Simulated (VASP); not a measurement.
# TaRu (Pm-3m) in VASP: notebook, part 2 of 2

VASP 6.6.1.

### Step 3. Single point, LDA

File INCAR:

```
SYSTEM = TaRu
ALGO     = Normal         ! electronic algorithm
EDIFF    = 1E-7           ! SCF threshold, eV
ENCUT    = 520            ! plane-wave cutoff, eV
GGA      = CA             ! functional
ISIF     = 2              ! what is computed and relaxed
ISMEAR   = -1             ! smearing method
LASPH    = .TRUE.         ! aspherical terms in the spheres
LCHARG   = .TRUE.         ! write CHGCAR
LELF     = .TRUE.         ! ELF
LREAL    = .FALSE.        ! projectors in reciprocal space
LVHAR    = .TRUE.       
LWAVE    = .FALSE.        ! write WAVECAR
NBANDS   = 20             ! bands
NELM     = 60             ! most SCF steps
PREC     = Accurate       ! precision mode
SIGMA    = 0.05           ! smearing width, eV
```

File KPOINTS:

```
k-points
0
G
  11 11 11
  0 0 0
```

File POSCAR:

```
TaRu
1.0
    3.1788420000      0.0000000000      0.0000000000
    0.0000000000      3.1788420000      0.0000000000
    0.0000000000      0.0000000000      3.1788420000
Ta Ru
1 1
Direct
    0.5000000000      0.5000000000      0.5000000000
    0.0000000000      0.0000000000      0.0000000000
```

Potentials or basis: VASP PAW LDA potentials, release 64 (Ta_pv, Ru_pv).

Run with:

```console
$ cat potpaw_LDA.64/Ta_pv/POTCAR potpaw_LDA.64/Ru_pv/POTCAR > POTCAR
$ mpirun -np 1 vasp_std > vasp.out
```

OUTCAR:

```text
SYSTEM = TaRu
   EDIFF = 1E-7
   ENCUT = 520
   GGA = CA
   ISIF = 2
   ISMEAR = -1
   LASPH = .TRUE.
   LREAL = .FALSE.
   NELM = 60
   PREC = Accurate

 ion  position               nearest neighbor table
   1  0.500  0.500  0.500-   2 2.75   2 2.75   2 2.75   2 2.75   2 2.75   2 2.75   2 2.75   2 2.75

   2  0.000  0.000  0.000-   1 2.75   1 2.75   1 2.75   1 2.75   1 2.75   1 2.75   1 2.75   1 2.75

  LATTYP: Found a simple cubic cell.
 ALAT       =     3.1788420000

  Lattice vectors:

[... 189 lines left out ...]
      3     -33.7059      2.00000
      4     -25.5909      2.00000
      5     -25.5909      2.00000
      6     -25.5909      2.00000
[... 541 lines left out ...]
     19      19.2401      0.00000
     20      20.5226      0.00000

 [... further k-points ...]
[... 5 lines left out ...]
  --------------------------------------------------------------------------------------
  -------------------------------------------------------------------------------------
  Total       -2.7484562     -2.7484562     -2.7484562     -0.0000000      0.0000000      0.0000000
  in kB     -137.0858343   -137.0858343   -137.0858343     -0.0000000      0.0000000      0.0000000
  external PRESSURE =    -137.0858343 kB  Pullay stress =       0.0000000 kB

 VOLUME and BASIS-vectors are now :
 -----------------------------------------------------------------------------
  energy-cutoff  :      520.00
  volume of cell :       32.12
      direct lattice vectors                 reciprocal lattice vectors
     3.178842000  0.000000000  0.000000000     0.314579963  0.000000000  0.000000000
     0.000000000  3.178842000  0.000000000     0.000000000  0.314579963  0.000000000
     0.000000000  0.000000000  3.178842000     0.000000000  0.000000000  0.314579963

 POSITION                                       TOTAL-FORCE (eV/Angst)
 -----------------------------------------------------------------------------------
      1.58942      1.58942      1.58942         0.000000      0.000000      0.000000
      0.00000      0.00000      0.00000         0.000000      0.000000      0.000000
 -----------------------------------------------------------------------------------
    total drift:                                0.000000      0.000000     -0.000000

  FREE ENERGIE OF THE ION-ELECTRON SYSTEM (eV)
  ---------------------------------------------------
  free  energy   TOTEN  =       -23.9404258759 eV

  energy  without entropy=      -23.9130201761  energy(sigma->0) =      -23.92672303
```

OSZICAR:

```text
N       E                     dE             d eps       ncg     rms          rms(c)
DAV:   1     0.226912586800E+03    0.22691E+03   -0.14046E+04  2240   0.128E+03
DAV:   2    -0.195218399917E+02   -0.24643E+03   -0.24104E+03  2460   0.396E+02
DAV:   3    -0.251610216779E+02   -0.56392E+01   -0.55756E+01  2652   0.615E+01
DAV:   4    -0.252052899040E+02   -0.44268E-01   -0.44186E-01  2600   0.543E+00
DAV:   5    -0.252060057362E+02   -0.71583E-03   -0.71517E-03  2704   0.621E-01    0.174E+01
DAV:   6    -0.241864583292E+02    0.10195E+01   -0.16188E+00  2536   0.110E+01    0.691E+00
DAV:   7    -0.241080764501E+02    0.78382E-01   -0.15389E+00  2460   0.633E+00    0.372E+00
DAV:   8    -0.239461289376E+02    0.16195E+00   -0.85831E-01  2480   0.502E+00    0.587E-01
DAV:   9    -0.239407683423E+02    0.53606E-02   -0.12854E-02  2568   0.921E-01    0.204E-01
DAV:  10    -0.239404253540E+02    0.34299E-03   -0.42987E-04  2900   0.167E-01    0.517E-02
DAV:  11    -0.239404266527E+02   -0.12986E-05   -0.17454E-05  2516   0.281E-02    0.205E-02
DAV:  12    -0.239404258613E+02    0.79141E-06   -0.59720E-06  2616   0.160E-02    0.141E-03
DAV:  13    -0.239404258759E+02   -0.14599E-07   -0.89463E-08  1976   0.218E-03
   1 F= -.23940426E+02 E0= -.23926723E+02  d E =-.274057E-01
```

Wall time 12 s (1 thread of AMD EPYC 9R45 (Zen 5), shared host); peak memory 0.12 GiB.

Results:

* Free energy: -23.9404 eV
* Pressure: -13.7 GPa

Levels at points of the mesh, in eV from the Fermi level:
```
           k point  band 8  band 9  band 10  band 11  band 12  band 13  band 14  band 15  band 16  band 17
(0.00, 0.00, 0.00)   -5.87   -5.87    -2.37    -2.37    -2.37     0.96     0.96     4.00     4.00     4.00
```

Caveat: spin-orbit coupling is left out, which moves the levels of the heavy elements.

### Step 4. Single point, LDA

File INCAR:

```
PREC = Accurate
ENCUT = 520
EDIFF = 1E-7
ISMEAR = -1
SIGMA = 0.05
LREAL = False
LASPH = True
NELM = 60
ALGO = Normal
ISIF = 2
LWAVE = False
LCHARG = False
GGA = CA
NBANDS = 20
```

File KPOINTS:

```
regular mesh
0
Gamma
  11 11 11
```

POSCAR is that of step 3.

Run with:

```console
$ cat potpaw_LDA.64/Ta_pv/POTCAR potpaw_LDA.64/Ru_pv/POTCAR > POTCAR
$ mpirun -np 1 vasp_std > vasp.out
```

Run time: 11 s. Hardware: 1 thread of AMD EPYC 9R45 (Zen 5), shared host; peak memory 0.12 GiB.

The run converged. Its results:

```yaml
Free_energy: -23.9404 eV
Pressure: -13.7 GPa
```

Levels at points of the mesh, in eV from the Fermi level:
| k point | band 9 | band 10 | band 11 | band 12 | band 13 | band 14 | band 15 | band 16 |
| --- | --- | --- | --- | --- | --- | --- | --- | --- |
| (0.00, 0.00, 0.00) | -5.87 | -2.37 | -2.37 | -2.37 | 0.96 | 0.96 | 4.00 | 4.00 |

Caveat: spin-orbit coupling is left out, which moves the levels of the heavy elements.

### Step 5. Relaxation of the atoms, LDA

This run uses another cell than the first one, of 6.42 Å³/atom, 0.400 times its volume.

File INCAR:

```
PREC     = Accurate       # precision mode
ENCUT    = 520            # plane-wave cutoff, eV
EDIFF    = 1E-6           # SCF threshold, eV
ISMEAR   = -1             # smearing method
SIGMA    = 0.05           # smearing width, eV
LREAL    = False          # projectors in reciprocal space
LASPH    = True           # aspherical terms in the spheres
NELM     = 60             # most SCF steps
ALGO     = Normal         # electronic algorithm
ISIF     = 2              # what is computed and relaxed
LWAVE    = False          # write WAVECAR
LCHARG   = False          # write CHGCAR
IBRION   = 2              # ionic algorithm
NSW      = 50             # ionic steps
EDIFFG   = -0.01          # ionic threshold
```

File KPOINTS:

```
Automatic mesh
0
Gamma
  11 11 11
```

File POSCAR:

```
TaRu
1.0
    2.3421908114      0.0000000000      0.0000000000
    0.0000000000      2.3421908114      0.0000000000
    0.0000000000      0.0000000000      2.3421908114
Ta Ru
1 1
Direct
    0.5000000000      0.5000000000      0.5000000000
    0.0000000000      0.0000000000      0.0000000000
```

Run with:

```console
$ cat potpaw_LDA.64/Ta_pv/POTCAR potpaw_LDA.64/Ru_pv/POTCAR > POTCAR
$ mpirun -np 1 vasp_std > vasp.out
```

It took 4.3 s on 1 thread of Intel Xeon 6975P-C (Granite Rapids), shared host; peak memory 0.12 GiB.

The run converged, but its numbers aren't listed here, since they failed a check.

Caveat: the relaxation stopped at its first step, so nothing moved; spin-orbit coupling is left out, which moves the levels of the heavy elements.
